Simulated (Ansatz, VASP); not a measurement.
Given: the input of a run of VASP 6.6.1 on SnO2.

File INCAR:

```
ALGO     = Normal         # electronic algorithm
EDIFF    = 1E-7           # SCF threshold, eV
ENCUT    = 520            # plane-wave cutoff, eV
GGA      = PE             # functional
ISIF     = 2              # what is computed and relaxed
ISMEAR   = 0              # smearing method
LASPH    = T              # aspherical terms in the spheres
LCHARG   = F              # write CHGCAR
LREAL    = F              # projectors in reciprocal space
LWAVE    = F              # write WAVECAR
NBANDS   = 64             # bands
NELM     = 60             # most SCF steps
PREC     = Accurate       # precision mode
SIGMA    = 0.011          # smearing width, eV
```

The input KPOINTS:

```
k-points
0
Gamma
  5 5 5
```

The input POSCAR:

```
SnO2
1.0
    5.1752560000      0.0000000000      0.0000000000
    0.0000000000      5.1752560000      0.0000000000
    0.0000000000      0.0000000000      5.1752560000
Sn O
4 8
Direct
    0.0000000000      0.0000000000      0.0000000000
    0.5000000000      0.0000000000      0.5000000000
    0.5000000000      0.5000000000      0.0000000000
    0.0000000000      0.5000000000      0.5000000000
    0.6610980000      0.8389020000      0.1610980000
    0.8389020000      0.1610980000      0.6610980000
    0.1610980000      0.6610980000      0.8389020000
    0.3389020000      0.3389020000      0.3389020000
    0.6610980000      0.6610980000      0.6610980000
    0.8389020000      0.3389020000      0.1610980000
    0.1610980000      0.8389020000      0.3389020000
    0.3389020000      0.1610980000      0.8389020000
```

Potentials or basis: VASP PAW PBE potentials, release 64 (Sn_d, O).

Run with:

```sh
$ cat potpaw_PBE.64/Sn_d/POTCAR potpaw_PBE.64/O/POTCAR > POTCAR
$ mpirun -np 1 vasp_std > vasp.out
```

Task: Set up the same calculation for Ansatz 0.2.0. Potentials there: Ansatz PAW.

Result: As run (the cutoff follows the program's own potentials):

Contents of input.yaml:

```yaml
crystal:
  lattice:
    - [5.175256, 0.0, 0.0]
    - [0.0, 5.175256, 0.0]
    - [0.0, 0.0, 5.175256]
  atoms:
    - { symbol: Sn, position: [0.0, 0.0, 0.0] }
    - { symbol: Sn, position: [0.5, 0.0, 0.5] }
    - { symbol: Sn, position: [0.5, 0.5, 0.0] }
    - { symbol: Sn, position: [0.0, 0.5, 0.5] }
    - { symbol: O, position: [0.661098, 0.838902, 0.161098] }
    - { symbol: O, position: [0.838902, 0.161098, 0.661098] }
    - { symbol: O, position: [0.161098, 0.661098, 0.838902] }
    - { symbol: O, position: [0.338902, 0.338902, 0.338902] }
    - { symbol: O, position: [0.661098, 0.661098, 0.661098] }
    - { symbol: O, position: [0.838902, 0.338902, 0.161098] }
    - { symbol: O, position: [0.161098, 0.838902, 0.338902] }
    - { symbol: O, position: [0.338902, 0.161098, 0.838902] }
hamiltonian:
  xc: pbe
  pseudopotentials: { kind: paw }
kpoints:
  mp_grid: { grid: [5, 5, 5] }
scf:
  occupations: { method: gaussian, width: 0.011 }
output:
  forces: true
  stress: true
  eigenvalues: true
```

Potentials or basis: Ansatz PAW.

Launch:

```sh
$ ansatz run input.yaml --threads 4 --pin off --max-ram 11264MiB --backend cpu --events-out ev --progress --plain --runs-dir out
```

Both were run:

|  | VASP | Ansatz | Ansatz less VASP |
| --- | --- | --- | --- |
| gap on the k mesh at the Fermi level (eV) | 0.56 | 0.57 | +0.008 |
| least direct gap on the mesh (eV) | 0.62 | 0.63 | +0.008 |
| pressure (GPa) | 0.0 | -0.6 | -0.57 |

Noted on Ansatz's run: odd divisions of the mesh miss points on the zone boundary, where band edges often lie, so the gap on the mesh can be too wide.
